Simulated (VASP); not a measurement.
A run of VASP 6.6.1:

File INCAR:

```
PREC = Accurate
ENCUT = 600
EDIFF = 1E-6
ISMEAR = -1
SIGMA = 0.1
LREAL = False
LASPH = True
NELM = 120
ALGO = Normal
ISIF = 2
LWAVE = False
LCHARG = False
GGA = PE
NBANDS = 11
GGA_COMPAT = False
```

KPOINTS

```
regular mesh
0
Gamma
  9 9 9
```

File POSCAR:

```
Ni
1.0
    0.0000000000      1.7572466680      1.7572466680
    1.7572466680      0.0000000000      1.7572466680
    1.7572466680      1.7572466680      0.0000000000
Ni
1
Direct
    0.0000000000      0.0000000000      0.0000000000
```

Potentials or basis: VASP PAW PBE potentials, release 64 (Ni).

Launch:

```console
$ cat potpaw_PBE.64/Ni/POTCAR > POTCAR
$ mpirun -np 1 vasp_std > vasp.out
```

Hardware: 1 thread of Intel(R) Xeon(R) Platinum 8259CL CPU @ 2.50GHz (Skylake/Cascade Lake), on a shared host.

Q: Estimate the wall time of this run.

A: Run time: 9.3 s on 1 thread of Intel(R) Xeon(R) Platinum 8259CL CPU @ 2.50GHz (Skylake/Cascade Lake), with other jobs on the host, peak memory 0.12 GiB. Counts: scf iterations 12, k points 35.
